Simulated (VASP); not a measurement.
# Rh (Fm-3m) in VASP: further runs, part 2 of 2

VASP 6.6.1. Earlier steps stand in the parts before.

### Step 3. Single point, r2SCAN

Input file POSCAR:

```
Rh
1.0
    0.0000000000      1.9003570901      1.9003570901
    1.9003570901      0.0000000000      1.9003570901
    1.9003570901      1.9003570901      0.0000000000
Rh
1
Direct
    0.0000000000      0.0000000000      0.0000000000
```

Input file INCAR.step1:

```
SYSTEM = Rh
ALGO = Normal
EDIFF = 1E-5
ENCUT = 580
GGA = PE
GGA_COMPAT = .FALSE.
ISMEAR = -1
LASPH = .TRUE.
LCHARG = .FALSE.
LREAL = .FALSE.
LWAVE = .TRUE.
NBANDS = 14
NELM = 120
PREC = Accurate
SIGMA = 0.08
```

Input file INCAR.step2:

```
SYSTEM = Rh
ALGO = Normal
EDIFF = 1E-6
ENCUT = 580
GGA_COMPAT = .FALSE.
ISIF = 2
ISMEAR = -1
ISTART = 1
LASPH = .TRUE.
LCHARG = .FALSE.
LMIXTAU = .TRUE.
LREAL = .FALSE.
LWAVE = .FALSE.
METAGGA = R2SCAN
NBANDS = 14
NELM = 120
PREC = Accurate
SIGMA = 0.08
```

Input file KPOINTS:

```
k-points
0
G
  20 20 20
  0 0 0
```

Potentials or basis: VASP PAW PBE potentials, release 64 (Rh_sv_GW).

On the command line:

```console
> cat potpaw_PBE.64/Rh_sv_GW/POTCAR > POTCAR
> cp INCAR.step1 INCAR
> mpirun -np 1 vasp_std > vasp.out
> cp INCAR.step2 INCAR
> mpirun -np 1 vasp_std > vasp.out
```

OUTCAR:

```text
SYSTEM = Rh
   EDIFF = 1E-6
   ENCUT = 580
   ISIF = 2
   ISMEAR = -1
   ISTART = 1
   LASPH = .TRUE.
   LREAL = .FALSE.
   METAGGA = R2SCAN
   NELM = 120
   PREC = Accurate

 ion  position               nearest neighbor table
   1  0.000  0.000  0.000-

  LATTYP: Found a face centered cubic cell.
 ALAT       =     3.8007141802

  Lattice vectors:

 A1 = (   0.0000000000,   1.9003570901,   1.9003570901)
 A2 = (   1.9003570901,   0.0000000000,   1.9003570901)
 A3 = (   1.9003570901,   1.9003570901,   0.0000000000)

Analysis of symmetry for initial positions (statically):
=====================================================================
 Subroutine PRICEL returns:
 Original cell was already a primitive cell.

 Routine SETGRP: Setting up the symmetry group for a
 face centered cubic supercell.

 Subroutine GETGRP returns: Found 48 space group operations
 (whereof 48 operations were pure point group operations)
 out of a pool of 48 trial point group operations.

The static configuration has the point symmetry O_h .

Analysis of symmetry for dynamics (positions and initial velocities):
=====================================================================
 Subroutine PRICEL returns:
 Original cell was already a primitive cell.

 Routine SETGRP: Setting up the symmetry group for a
 face centered cubic supercell.

 Subroutine GETGRP returns: Found 48 space group operations
 (whereof 48 operations were pure point group operations)
 out of a pool of 48 trial point group operations.

The dynamic configuration has the point symmetry O_h .

 Subroutine INISYM returns: Found 48 space group operations
 (whereof 48 operations are pure point group operations),
 and found     1 'primitive' translations

----------------------------------------------------------------------------------------

                                     Primitive cell

  volume of cell :      13.7257

  direct lattice vectors                    reciprocal lattice vectors
     0.000000000  1.900357090  1.900357090    -0.263108446  0.263108446  0.263108446
     1.900357090  0.000000000  1.900357090     0.263108446 -0.263108446  0.263108446
     1.900357090  1.900357090  0.000000000     0.263108446  0.263108446 -0.263108446

  length of vectors
     2.687510770  2.687510770  2.687510770     0.455717196  0.455717196  0.455717196

  position of ions in fractional coordinates (direct lattice)
     0.000000000  0.000000000  0.000000000

  ion indices of the primitive-cell ions
   primitive index   ion index
                 1           1

----------------------------------------------------------------------------------------

 KPOINTS: k-points

Automatic generation of k-mesh.
 Grid dimensions read from file:
 generate k-points for:   20   20   20

 Generating k-lattice:

  Cartesian coordinates                     Fractional coordinates (reciprocal lattice)
    -0.013155422  0.013155422  0.013155422     0.050000000  0.000000000  0.000000000
     0.013155422 -0.013155422  0.013155422     0.000000000  0.050000000  0.000000000
     0.013155422  0.013155422 -0.013155422     0.000000000  0.000000000  0.050000000

  Length of vectors
     0.022785860  0.022785860  0.022785860

  Shift w.r.t. Gamma in fractional coordinates (k-lattice)
     0.000000000  0.000000000  0.000000000

 Subroutine IBZKPT returns following result:
 ===========================================

 Found    256 irreducible k-points:

 Following reciprocal coordinates:
            Coordinates               Weight
  0.000000  0.000000  0.000000      1.000000
  0.050000  0.000000  0.000000      8.000000
  0.100000  0.000000  0.000000      8.000000
  0.150000  0.000000  0.000000      8.000000
  0.200000  0.000000  0.000000      8.000000
  0.250000  0.000000  0.000000      8.000000
[... 16 lines left out ...]
 -0.400000  0.050000  0.000000     24.000000
 -0.350000  0.050000  0.000000     24.000000
 [... further k-points ...]
   k-points           NKPTS =    256   k-points in BZ     NKDIM =    256   number of bands    NBANDS=     14
   number of dos      NEDOS =    301   number of ions     NIONS =      1
   total plane-waves  NPLWV =  13824
   dimension x,y,z NGX =    24 NGY =   24 NGZ =   24
   dimension x,y,z NGXF=    48 NGYF=   48 NGZF=   48
   ions per type =               1
   NGX,Y,Z   is equivalent  to a cutoff of  14.85, 14.85, 14.85 a.u.
   NGXF,Y,Z  is equivalent  to a cutoff of  29.69, 29.69, 29.69 a.u.
 SYSTEM =  Rh
   PREC   = accura    normal or accurate (medium, high low for compatibility)
   ISTART =      1    job   : 0-new  1-cont  2-samecut
   ICHARG =      0    charge: 1-file 2-atom 10-const
   ISPIN  =      1    spin polarized calculation?
   LNONCOLLINEAR =      F non collinear calculations
   LSORBIT =      F    spin-orbit coupling
   LASPH  =      T    aspherical Exc in radial PAW
   ENCUT  =  580.0 eV  42.63 Ry    6.53 a.u.   5.28  5.28  5.28*2*pi/ulx,y,z
   NELM   =    120;   NELMIN=  2; NELMDL=  0     # of ELM steps
   EDIFF  = 0.1E-05   stopping-criterion for ELM
   LREAL  =      F    real-space projection
   EDIFFG = 0.1E-04   stopping-criterion for IOM
   NSW    =      0    number of steps for IOM
   IBRION =     -1    ionic relax: 0-MD 1-quasi-New 2-CG
   NFREE  =      0    steps in history (QN), initial steepest desc. (CG)
   ISIF   =      2    stress and relaxation
   ISYM   =      2    0-nonsym 1-usesym 2-fastsym
   POTIM  = 0.5000    time-step for ionic-motion
   TEBEG  =    0.0;   TEEND  =   0.0 temperature during run
   PSTRESS=    0.0 pullay stress
   NELECT =      17.0000    total number of electrons
   NUPDOWN=      -1.0000    fix difference up-down
   EMIN   =  10.00;   EMAX   =-10.00  energy-range for DOS
   EFERMI =   0.00;   METHOD = LEGACY
   ISMEAR =    -1;   SIGMA  =   0.08  broadening in eV -4-tet -1-fermi 0-gaus
   EFERMI_NEDOS =   21; number of points for ismear=-14 and -15
   IALGO  =     38    algorithm
   IMIX   =      4    mixing-type and parameters
     AMIX     =   0.40;   BMIX     =  1.00
     AMIX_MAG =   1.60;   BMIX_MAG =  1.00
  volume/ion in A,a.u.               =      13.73        92.63
  Fermi-wavevector in a.u.,A,eV,Ry     =   1.758110  3.322345 42.054915  3.090949
  Thomas-Fermi vector in A             =   2.827332
   LORBIT       =      0    0 simple, 1 ext, 2 COOP (PROOUT), +10 PAW based schemes
   METAGGA = R2SCAN    functional components
   LHFCALC =     F    Hartree Fock is set to
   AEXX    =    0.0000 exact exchange contribution
   IVDW    =     0    specifies the selected vdW correction
   LEPSILON=     F    determine dielectric tensor
   LRPA    =     F    only Hartree local field effects (RPA)
 non-spin polarized calculation
  energy-cutoff  :      580.00
  volume of cell :       13.73
 maximum number of plane-waves:       448
 NGX is ok and might be reduce to    24
   NGX = 11   NGY = 11   NGZ = 11

 number of electron      17.0000001 magnetization

 Free energy of the ion-electron system (eV)
  ---------------------------------------------------
  ext. energy  EPLUGINS =         0.00000000
  ---------------------------------------------------
  free energy    TOTEN  =       -23.29523884 eV

  energy without entropy =      -23.26989232  energy(sigma->0) =      -23.28256558

 E-fermi :  10.7116     XC(G=0): -15.2843

 val. band max:       10.7045348101   @ k =  -0.4000   0.5000   0.1000
 cond. band min:      10.7123700324   @ k =   0.5000   0.4000   0.1000
 fundamental gap:      0.0078352223
 Fermi energy:        10.7115894776

 k-point     1 :       0.0000    0.0000    0.0000
  band No.  band energies     occupation
      1     -70.4553      2.00000
      2     -37.0817      2.00000
      3     -37.0817      2.00000
      4     -37.0817      2.00000
      5       2.5530      2.00000
      6       7.5450      2.00000
      7       7.5450      2.00000
      8       7.5450      2.00000
      9       9.6444      2.00000
     10       9.6444      2.00000
     11      27.1799      0.00000
     12      32.8383      0.00000
     13      32.8383      0.00000
     14      32.8383      0.00000
[... 375 lines left out ...]
 k-point    24 :      -0.3500    0.0500    0.0000
  band No.  band energies     occupation
      1     -70.3506      2.00000
      2     -37.7377      2.00000
      3     -37.1945      2.00000
      4     -37.1682      2.00000
      5       4.6159      2.00000
      6       7.5773      2.00000
      7       7.6623      2.00000
      8       9.1446      2.00000
      9      10.5121      1.84734
     10      11.3154      0.00105
     11      22.6897      0.00000
     12      27.7040      0.00000
     13      33.2544      0.00000
     14      34.8245      0.00000

 [... further k-points ...]

------------------------ aborting loop because EDIFF is reached ----------------------------------------

  FORCE on cell =-STRESS in cart. coord.  units (eV):
  Direction    XX          YY          ZZ          XY          YZ          ZX
  --------------------------------------------------------------------------------------
  -------------------------------------------------------------------------------------
  Total       -0.1381103     -0.1381103     -0.1381103      0.0000000      0.0000000      0.0000000
  in kB      -16.1213312    -16.1213312    -16.1213312      0.0000000      0.0000000      0.0000000
  external PRESSURE =     -16.1213312 kB  Pullay stress =       0.0000000 kB

 VOLUME and BASIS-vectors are now :
 -----------------------------------------------------------------------------
  energy-cutoff  :      580.00
  volume of cell :       13.73
      direct lattice vectors                 reciprocal lattice vectors
     0.000000000  1.900357090  1.900357090    -0.263108446  0.263108446  0.263108446
     1.900357090  0.000000000  1.900357090     0.263108446 -0.263108446  0.263108446
     1.900357090  1.900357090  0.000000000     0.263108446  0.263108446 -0.263108446

 POSITION                                       TOTAL-FORCE (eV/Angst)
 -----------------------------------------------------------------------------------
      0.00000      0.00000      0.00000         0.000000      0.000000      0.000000
 -----------------------------------------------------------------------------------
    total drift:                               -0.000000      0.000000     -0.000000

  FREE ENERGIE OF THE ION-ELECTRON SYSTEM (eV)
  ---------------------------------------------------
  free  energy   TOTEN  =       -23.2952388385 eV

  energy  without entropy=      -23.2698923151  energy(sigma->0) =      -23.28256558
```

OSZICAR.step1:

```text
N       E                     dE             d eps       ncg     rms          rms(c)
DAV:   1     0.269108224477E+03    0.26911E+03   -0.10536E+04  7364   0.162E+03
DAV:   2     0.738982205508E+01   -0.26172E+03   -0.23943E+03  7192   0.661E+02
DAV:   3    -0.711489990298E+01   -0.14505E+02   -0.13893E+02 10470   0.152E+02
DAV:   4    -0.746274795378E+01   -0.34785E+00   -0.34747E+00  7966   0.264E+01
DAV:   5    -0.748734553776E+01   -0.24598E-01   -0.24597E-01 12170   0.662E+00    0.571E+01
DAV:   6    -0.645276398998E+01    0.10346E+01   -0.21452E+00 11166   0.338E+01    0.240E+01
DAV:   7    -0.642045519477E+01    0.32309E-01   -0.65202E-02 11728   0.351E+00    0.806E+00
DAV:   8    -0.641663616790E+01    0.38190E-02   -0.12254E-02  8860   0.303E+00    0.232E-01
DAV:   9    -0.641663517290E+01    0.99500E-06   -0.28505E-04 11350   0.366E-01    0.125E-01
DAV:  10    -0.641662532460E+01    0.98483E-05   -0.13595E-05  6068   0.578E-02
   1 F= -.64166253E+01 E0= -.64031465E+01  d E =-.269577E-01
```

It took 5.1 min on 1 thread of AMD EPYC 9R14 (Zen 4), shared host; peak memory 0.17 GiB.

Results:

| Quantity | Value |
| --- | --- |
| Free energy | -23.2952 eV |
| Pressure | -1.6 GPa |

Caveat: the PAW data sets were made with another functional, which shifts forces and pressure a little.
